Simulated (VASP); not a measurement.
Here is a VASP 6.6.1 calculation.

The input INCAR:

```
PREC     = Accurate       # precision mode
ENCUT    = 500            # plane-wave cutoff, eV
EDIFF    = 1E-7           # SCF threshold, eV
ISMEAR   = -1             # smearing method
SIGMA    = 0.1            # smearing width, eV
LREAL    = F              # projectors in reciprocal space
LASPH    = T              # aspherical terms in the spheres
NELM     = 120            # most SCF steps
ALGO     = Normal         # electronic algorithm
ISIF     = 3              # what is computed and relaxed
LWAVE    = F              # write WAVECAR
LCHARG   = F              # write CHGCAR
GGA      = PS             # functional
IBRION   = 2              # ionic algorithm
NSW      = 80             # ionic steps
EDIFFG   = -0.01          # ionic threshold
PSTRESS  = 600.0        
GGA_COMPAT= F            
NELMIN   = 4
```

KPOINTS

```
Automatic mesh
0
Gamma
  18 18 18
```

Contents of POSCAR:

```
TiH
1.0
    0.0000000000      2.0900000000      2.0900000000
    2.0900000000      0.0000000000      2.0900000000
    2.0900000000      2.0900000000      0.0000000000
Ti H
1 1
Direct
    0.0000000000      0.0000000000      0.0000000000
    0.5000000000      0.5000000000      0.5000000000
```

Potentials or basis: VASP PAW PBE potentials, release 64 (Ti_sv, H).

Command:

```sh
$ cat potpaw_PBE.64/Ti_sv/POTCAR potpaw_PBE.64/H/POTCAR > POTCAR
$ mpirun -np 1 vasp_std > vasp.out
```

Task: Predict the relaxed cell.

Result: a = 2.694 Å, b = 2.694 Å, c = 2.694 Å, α = 60.00°, β = 60.00°, γ = 60.00°.

Task: Estimate the relaxed volume.

Result: 6.91 Å³/atom.

Task: Predict the band gap on the k mesh.

Result: Zero (an odd number of electrons rules out a gap without spin polarisation).

Task: Predict the space group after relaxing (to 0.1 Å).

Result: Fm-3m (No. 225).

Final structure:
```
Ti H
1.0
     0.00000    1.90473    1.90473
     1.90473    0.00000    1.90473
     1.90473    1.90473    0.00000
Ti H
1 1
Direct
  0.00000 0.00000 0.00000
  0.50000 0.50000 0.50000
```

Caveat: the cell is relaxed towards a set pressure, so the run minimises the enthalpy, not the energy; the volume moved by over 15 % at a fixed basis, so the end points are rough; the PAW data sets were made with another functional, which shifts forces and pressure a little; an odd number of electrons without spin polarisation forces a metal; a magnetic or distorted state may lie lower.
